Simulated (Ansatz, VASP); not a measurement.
**NbAs: VASP beside Ansatz**

The input INCAR:

```
ALGO     = Normal         # electronic algorithm
EDIFF    = 1E-7           # SCF threshold, eV
ENCUT    = 520            # plane-wave cutoff, eV
GGA      = PE             # functional
ISIF     = 2              # what is computed and relaxed
ISMEAR   = 0              # smearing method
LASPH    = True           # aspherical terms in the spheres
LCHARG   = False          # write CHGCAR
LREAL    = False          # projectors in reciprocal space
LWAVE    = False          # write WAVECAR
NBANDS   = 46             # bands
NELM     = 100            # most SCF steps
PREC     = Accurate       # precision mode
SIGMA    = 0.1            # smearing width, eV
```

Contents of KPOINTS:

```
k-points
0
Gamma
  10 10 4
```

POSCAR

```
NbAs
1.0
    3.4734820513      0.0000000000      0.0000000000
    0.0000000000      3.4734820513      0.0000000000
    0.0000000000      0.0000000000     11.7491643384
Nb As
4 4
Direct
    0.5000000000      0.5000000000      0.9988964711
    0.5000000000      0.0000000000      0.2488964711
    0.0000000000      0.0000000000      0.4988964711
    0.0000000000      0.5000000000      0.7488964711
    0.0000000000      0.0000000000      0.9171035289
    0.0000000000      0.5000000000      0.1671035289
    0.5000000000      0.5000000000      0.4171035289
    0.5000000000      0.0000000000      0.6671035289
```

Input for Ansatz:

```yaml
crystal:
  lattice:
    - [3.4734820513, 0.0, 0.0]
    - [0.0, 3.4734820513, 0.0]
    - [0.0, 0.0, 11.7491643384]
  atoms:
    - { symbol: Nb, position: [0.5, 0.5, 0.9988964711] }
    - { symbol: Nb, position: [0.5, 0.0, 0.2488964711] }
    - { symbol: Nb, position: [0.0, 0.0, 0.4988964711] }
    - { symbol: Nb, position: [0.0, 0.5, 0.7488964711] }
    - { symbol: As, position: [0.0, 0.0, 0.9171035289] }
    - { symbol: As, position: [0.0, 0.5, 0.1671035289] }
    - { symbol: As, position: [0.5, 0.5, 0.4171035289] }
    - { symbol: As, position: [0.5, 0.0, 0.6671035289] }
basis:
  ecutwfc: 420
kpoints:
  mp_grid: { grid: [10, 10, 4] }
hamiltonian:
  xc: pbe
scf:
  occupations: { method: gaussian, width: 0.1 }
output:
  forces: true
  stress: true
  eigenvalues: true
```

Alike in both runs: task single point; functional PBE; k mesh 10 × 10 × 4; occupations gaussian, width 0.1 eV; no spin polarisation.

|  | VASP | Ansatz |
| --- | --- | --- |
| version | VASP 6.6.1 | Ansatz 0.2.0 |
| potentials or method | VASP PAW PBE potentials, release 64 (Nb_sv, As), cutoff 520 eV | scalar-relativistic, plane waves, PAW |
| valence electrons in the cell | 72 | 112 |

VASP gave:

- gap on the k mesh at the Fermi level (eV): none
- pressure (GPa): 0.1
- traceless stress, the component that is largest in VASP (GPa): 0.05

Question: Estimate Ansatz's values.

Answer: gap on the k mesh at the Fermi level (eV): none; pressure (GPa): 0.0; traceless stress, the component that is largest in VASP (GPa): 0.08.

A gap of «none» marks a metal or a gap that the smearing closes. The functional is the same, so the differences come from potentials, cutoffs and numerics. VASP's potentials hold 72 valence electrons a cell and Ansatz's 112, so a difference there can come from the potentials and not from the codes.
